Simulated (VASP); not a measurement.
Here is a VASP 6.6.1 calculation.

POSCAR

```
CsI
1.0
    4.6080831759      0.0000000000      0.0000000000
    0.0000000000      4.6080831759      0.0000000000
    0.0000000000      0.0000000000      4.6080831759
Cs I
1 1
Direct
    0.0000000000      0.0000000000      0.0000000000
    0.5000000000      0.5000000000      0.5000000000
```

INCAR.step1

```
ALGO = Normal
EDIFF = 1E-5
ENCUT = 400
GGA = PE
GGA_COMPAT = F
ISIF = 2
ISMEAR = 0
LASPH = T
LREAL = F
LWAVE = T
NBANDS = 15
NELM = 120
PREC = Accurate
SIGMA = 0.01
```

The input INCAR.step2:

```
ALGO = Normal
EDIFF = 1E-6
ENCUT = 400
GGA = PE
GGA_COMPAT = F
HFSCREEN = 0.2079
ISIF = 2
ISMEAR = 0
ISTART = 1
LASPH = T
LCHARG = T
LELF = T
LHFCALC = T
LREAL = F
LVHAR = T
LWAVE = F
NBANDS = 15
NELM = 120
PREC = Accurate
PRECFOCK = Normal
SIGMA = 0.01
```

File KPOINTS:

```
k-points
0
Gamma
  4 4 4
```

Potentials or basis: VASP PAW PBE potentials, release 64 (Cs_sv, I).

The run is started by

```sh
$ cat potpaw_PBE.64/Cs_sv/POTCAR potpaw_PBE.64/I/POTCAR > POTCAR
$ cp INCAR.step1 INCAR
$ mpirun -np 1 vasp_std > vasp.out
$ cp INCAR.step2 INCAR
$ mpirun -np 1 vasp_std > vasp.out
```

Problem. What does it give for the band gap on the k mesh?

Solution. 4.78 eV, indirect (least direct gap 4.88 eV).

Problem. What does it give for the pressure?

Solution. 0.2 GPa.

Caveat: the PAW data sets were made with another functional, which shifts forces and pressure a little; spin-orbit coupling is left out, which moves the levels of the heavy elements. A k mesh can miss the band edges.
